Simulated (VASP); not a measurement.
# Si (Fd-3m) in VASP: further runs, part 2 of 2

VASP 6.6.1. The steps go on from the part before.

## Step 3: Vibrations by perturbation theory, PBEsol

This run uses another cell than the first one, of 20.05 Å³/atom.

INCAR reads:

```
SYSTEM = Si
PREC = Accurate
ENCUT = 520
EDIFF = 1E-8
ISMEAR = 0
SIGMA = 0.01
LREAL = .FALSE.
LASPH = .TRUE.
NELM = 100
ALGO = Normal
ISIF = 2
LWAVE = .FALSE.
LCHARG = .TRUE.
GGA = PS
IBRION = 8
NSW = 1
```

KPOINTS reads:

```
regular mesh
0
G
  8 8 8
  0 0 0
```

POSCAR reads:

```
Si
1.0
    0.0000000000      2.7167280764      2.7167280764
    2.7167280764      0.0000000000      2.7167280764
    2.7167280764      2.7167280764      0.0000000000
Si
2
Direct
    0.2500000000      0.2500000000      0.2500000000
    0.0000000000      0.0000000000      0.0000000000
```

Potentials or basis: VASP PAW PBE potentials, release 64 (Si).

Started as:

```sh
cat potpaw_PBE.64/Si/POTCAR > POTCAR
mpirun -np 1 vasp_std > vasp.out
```

OUTCAR:

```text
SYSTEM = Si
   PREC = Accurate
   ENCUT = 520
   EDIFF = 1E-8
   ISMEAR = 0
   LREAL = .FALSE.
   LASPH = .TRUE.
   NELM = 100
   ISIF = 2
   GGA = PS
   IBRION = 8
   NSW = 1

 ion  position               nearest neighbor table
   1  0.250  0.250  0.250-   2 2.35   2 2.35   2 2.35   2 2.35
   2  0.000  0.000  0.000-   1 2.35   1 2.35   1 2.35   1 2.35

  LATTYP: Found a face centered cubic cell.
 ALAT       =     5.4334561528

  Lattice vectors:

 A1 = (   0.0000000000,   2.7167280764,   2.7167280764)
 A2 = (   2.7167280764,   0.0000000000,   2.7167280764)
 A3 = (   2.7167280764,   2.7167280764,   0.0000000000)

Analysis of symmetry for initial positions (statically):
=====================================================================
 Subroutine PRICEL returns:
 Original cell was already a primitive cell.

 Routine SETGRP: Setting up the symmetry group for a
 face centered cubic supercell.

 Subroutine GETGRP returns: Found 48 space group operations
 (whereof 24 operations were pure point group operations)
 out of a pool of 48 trial point group operations.

The static configuration has the point symmetry T_d .
 The point group associated with its full space group is O_h .

Analysis of symmetry for dynamics (positions and initial velocities):
=====================================================================
 Subroutine PRICEL returns:
 Original cell was already a primitive cell.

 Routine SETGRP: Setting up the symmetry group for a
 face centered cubic supercell.

[... 447 lines left out ...]

 POSITION                                       TOTAL-FORCE (eV/Angst)
 -----------------------------------------------------------------------------------
      1.35836      1.35836      1.35836         0.000000      0.000000      0.000000
      0.00000      0.00000      0.00000         0.000000     -0.000000     -0.000000
 -----------------------------------------------------------------------------------
    total drift:                               -0.000000     -0.000000     -0.000000

  FREE ENERGIE OF THE ION-ELECTRON SYSTEM (eV)
  ---------------------------------------------------
  free  energy   TOTEN  =       -11.4891115656 eV

  energy  without entropy=      -11.4891115656  energy(sigma->0) =      -11.48911157

[... ionic steps 2 to 3 ...]

--------------------------------------- Ionic step        4  -------------------------------------------

 Free energy of the ion-electron system (eV)
  ---------------------------------------------------
  ---------------------------------------------------
  free energy    TOTEN  =        -0.01728582 eV

  energy without entropy =       -0.01728582

------------------------ aborting loop because EDIFF is reached ----------------------------------------

 INTERNAL STRAIN TENSOR  FOR ION    1  DIRECTION 1   (eV/Angst):
 -----------------------------------------------------------------------------
     0.00555  0.00000  0.00000
     0.00000 -0.00172 -9.56072
     0.00000 -9.56072 -0.00172

 INTERNAL STRAIN TENSOR FOR ION    2 for displacements in x,y,z  (eV/Angst):
          X           Y           Z          XY          YZ          ZX
  --------------------------------------------------------------------------------
  x    -0.00000    -0.00000    -0.00000     0.00000     9.56072     0.00000
  y    -0.00000     0.00000    -0.00000     0.00000     0.00000     9.56072
  z    -0.00000    -0.00000    -0.00000     9.56072     0.00000     0.00000

 SECOND DERIVATIVES (NOT SYMMETRIZED)
 ------------------------------------
               1X          1Y          1Z          2X          2Y          2Z
  1X   -13.405595    0.000000    0.000000   13.405595    0.000000    0.000000
  1Y     0.000000  -13.405595    0.000000    0.000000   13.405595    0.000000
  1Z     0.000000    0.000000  -13.405595    0.000000    0.000000   13.405595
  2X    13.405595    0.000000    0.000000  -13.405595    0.000000    0.000000
  2Y     0.000000   13.405595    0.000000    0.000000  -13.405595    0.000000
  2Z     0.000000    0.000000   13.405595    0.000000    0.000000  -13.405595

 Eigenvectors and eigenvalues of the dynamical matrix
 ----------------------------------------------------

   1 f  =   15.274660 THz    95.973519 2PiTHz  509.507812 cm-1    63.170889 meV
             X         Y         Z           dx          dy          dz
      1.358364  1.358364  1.358364     0.000000   -0.707107    0.000000
      0.000000  0.000000  0.000000     0.000000    0.707107    0.000000
[... 21 lines left out ...]
   6 f  =    0.000000 THz     0.000000 2PiTHz    0.000000 cm-1     0.000000 meV
             X         Y         Z           dx          dy          dz
      1.358364  1.358364  1.358364     0.000000    0.000000    0.707107
      0.000000  0.000000  0.000000     0.000000    0.000000    0.707107

--------------------------------------------------------------------------------------------------------

 ELASTIC MODULI CONTR FROM IONIC RELAXATION (kBar)
 Direction    XX          YY          ZZ          XY          YZ          ZX
 --------------------------------------------------------------------------------
 XX          -0.0000     -0.0000     -0.0000      0.0000      0.0000      0.0000
 YY          -0.0000     -0.0000     -0.0000      0.0000      0.0000     -0.0000
 ZZ          -0.0000     -0.0000     -0.0000      0.0000      0.0000      0.0000
 XY           0.0000      0.0000      0.0000   -272.4191      0.0000     -0.0000
 YZ           0.0000      0.0000      0.0000      0.0000   -272.4191      0.0000
 ZX           0.0000     -0.0000      0.0000      0.0000      0.0000   -272.4191
 --------------------------------------------------------------------------------
```

Run time: 43 s. Hardware: 1 thread of Intel Xeon 6975P-C (Granite Rapids), shared host; peak memory 0.21 GiB.

Results:

| Property | Result |
| --- | --- |
| Highest phonon frequency at Γ | 510 cm⁻¹ |

Phonon frequencies in cm⁻¹ (negative: imaginary):
| q point | frequencies |
| --- | --- |
| (0.000, 0.000, 0.000) | 0 0 0 510 510 510 |

Caveat: the PAW data sets were made with another functional, which shifts forces and pressure a little.

## Step 4: Vibrations by perturbation theory, PBEsol

This run uses another cell than the first one, of 20.05 Å³/atom.

INCAR reads:

```
SYSTEM = Si
ALGO = Normal
EDIFF = 1E-8
ENCUT = 520
GGA = PS
IBRION = 8
ISIF = 2
ISMEAR = 0
LASPH = .True.
LCHARG = .False.
LEPSILON = .True.
LREAL = .False.
LWAVE = .False.
NBANDS = 11
NELM = 60
NSW = 1
PREC = Accurate
SIGMA = 0.01
```

KPOINTS reads:

```
k-points
0
Gamma
  8 8 8
  0 0 0
```

POSCAR is that of step 3.

Potentials or basis: VASP PAW PBE potentials, release 64 (Si).

Started as:

```sh
cat potpaw_PBE.64/Si/POTCAR > POTCAR
mpirun -np 1 vasp_std > vasp.out
```

OUTCAR:

```text
SYSTEM = Si
   EDIFF = 1E-8
   ENCUT = 520
   GGA = PS
   IBRION = 8
   ISIF = 2
   ISMEAR = 0
   LASPH = .True.
   LEPSILON = .True.
   LREAL = .False.
   NELM = 60
   NSW = 1
   PREC = Accurate

 ion  position               nearest neighbor table
   1  0.250  0.250  0.250-   2 2.35   2 2.35   2 2.35   2 2.35
   2  0.000  0.000  0.000-   1 2.35   1 2.35   1 2.35   1 2.35

  LATTYP: Found a face centered cubic cell.
 ALAT       =     5.4334561528

  Lattice vectors:

 A1 = (   0.0000000000,   2.7167280764,   2.7167280764)
 A2 = (   2.7167280764,   0.0000000000,   2.7167280764)
 A3 = (   2.7167280764,   2.7167280764,   0.0000000000)

Analysis of symmetry for initial positions (statically):
[... 635 lines left out ...]
  z     0.00000     0.00000     0.00000     9.56067     0.00000     0.00000

 SECOND DERIVATIVES (NOT SYMMETRIZED)
 ------------------------------------
               1X          1Y          1Z          2X          2Y          2Z
  1X   -13.405555    0.000000    0.000000   13.405555    0.000000    0.000000
  1Y     0.000000  -13.405555    0.000000    0.000000   13.405555    0.000000
  1Z     0.000000    0.000000  -13.405555    0.000000    0.000000   13.405555
  2X    13.405555    0.000000    0.000000  -13.405555    0.000000    0.000000
  2Y     0.000000   13.405555    0.000000    0.000000  -13.405555    0.000000
  2Z     0.000000    0.000000   13.405555    0.000000    0.000000  -13.405555

 Eigenvectors and eigenvalues of the dynamical matrix
 ----------------------------------------------------

   1 f  =   15.274638 THz    95.973379 2PiTHz  509.507069 cm-1    63.170797 meV
             X         Y         Z           dx          dy          dz
      1.358364  1.358364  1.358364     0.000000   -0.707107    0.000000
      0.000000  0.000000  0.000000     0.000000    0.707107    0.000000
[... 21 lines left out ...]
   6 f  =    0.000000 THz     0.000000 2PiTHz    0.000000 cm-1     0.000000 meV
             X         Y         Z           dx          dy          dz
      1.358364  1.358364  1.358364     0.000000    0.000000    0.707107
      0.000000  0.000000  0.000000     0.000000    0.000000    0.707107

--------------------------------------------------------------------------------------------------------

 MACROSCOPIC STATIC DIELECTRIC TENSOR IONIC CONTRIBUTION
 ------------------------------------------------------
           0.000000     0.000000    -0.000000
           0.000000     0.000000    -0.000000
          -0.000000    -0.000000     0.000000
 ------------------------------------------------------

 ELASTIC MODULI CONTR FROM IONIC RELAXATION (kBar)
 Direction    XX          YY          ZZ          XY          YZ          ZX
 --------------------------------------------------------------------------------
 XX          -0.0000      0.0000      0.0000      0.0000     -0.0000      0.0000
 YY           0.0000     -0.0000      0.0000      0.0000      0.0000     -0.0000
 ZZ           0.0000      0.0000     -0.0000     -0.0000      0.0000      0.0000
 XY           0.0000      0.0000     -0.0000   -272.4168      0.0000      0.0000
 YZ          -0.0000      0.0000      0.0000      0.0000   -272.4168      0.0000
 ZX           0.0000     -0.0000      0.0000      0.0000      0.0000   -272.4168
 --------------------------------------------------------------------------------

 PIEZOELECTRIC TENSOR IONIC CONTR  for field in x, y, z        (C/m^2)
          XX          YY          ZZ          XY          YZ          ZX
  --------------------------------------------------------------------------------
  x    -0.00000    -0.00000     0.00000     0.00000    -0.00000    -0.00000
  y     0.00000    -0.00000     0.00000     0.00000     0.00000    -0.00000
  z     0.00000    -0.00000    -0.00000    -0.00000     0.00000    -0.00000
```

OSZICAR:

```text
N       E                     dE             d eps       ncg     rms          rms(c)
DAV:   1     0.563854909210E+01    0.56385E+01   -0.31099E+03   638   0.554E+02
DAV:   2    -0.110879820678E+02   -0.16727E+02   -0.15334E+02   866   0.825E+01
DAV:   3    -0.117074082417E+02   -0.61943E+00   -0.61683E+00   828   0.129E+01
[... 142 lines left out ...]
RMM:   7    -0.172857135948E-01    0.11937E-05    0.12258E-07  3539   0.411E-04    0.481E-05
RMM:   8    -0.172858696004E-01   -0.15601E-06    0.25754E-08  3650   0.569E-05    0.258E-05
RMM:   9    -0.172858373329E-01    0.32267E-07   -0.15614E-07  3661   0.276E-05    0.505E-06
RMM:  10    -0.172858371250E-01    0.20796E-09   -0.13631E-07  3757   0.945E-06    0.368E-06
RMM:  11    -0.172858203639E-01    0.16761E-07   -0.21168E-08  3508   0.620E-06    0.363E-07
RMM:  12    -0.172858179964E-01    0.23675E-08    0.11128E-08  2639   0.516E-06    0.214E-07
 Linear response finished
```

It took 2.5 min on 1 thread of Intel Xeon 6975P-C (Granite Rapids), shared host; peak memory 0.24 GiB.

Results:

| Quantity | Value |
| --- | --- |
| Electronic dielectric tensor (diagonal) | 14.62 |
| Born charges (mean of the diagonal) | Si +0.00 e |
| Highest phonon frequency at Γ | 510 cm⁻¹ |

Phonon frequencies in cm⁻¹ (negative: imaginary):
| q point | frequencies |
| --- | --- |
| (0.000, 0.000, 0.000) | 0 0 0 510 510 510 |

Electronic dielectric tensor:
```
14.62  0.00  0.00
 0.00 14.62  0.00
 0.00  0.00 14.62
```

Born effective charge tensors (e):
atom 1, Si
```
0.00 0.00 0.00
0.00 0.00 0.00
0.00 0.00 0.00
```
atom 2, Si
```
0.00 0.00 0.00
0.00 0.00 0.00
0.00 0.00 0.00
```

Caveat: the PAW data sets were made with another functional, which shifts forces and pressure a little.
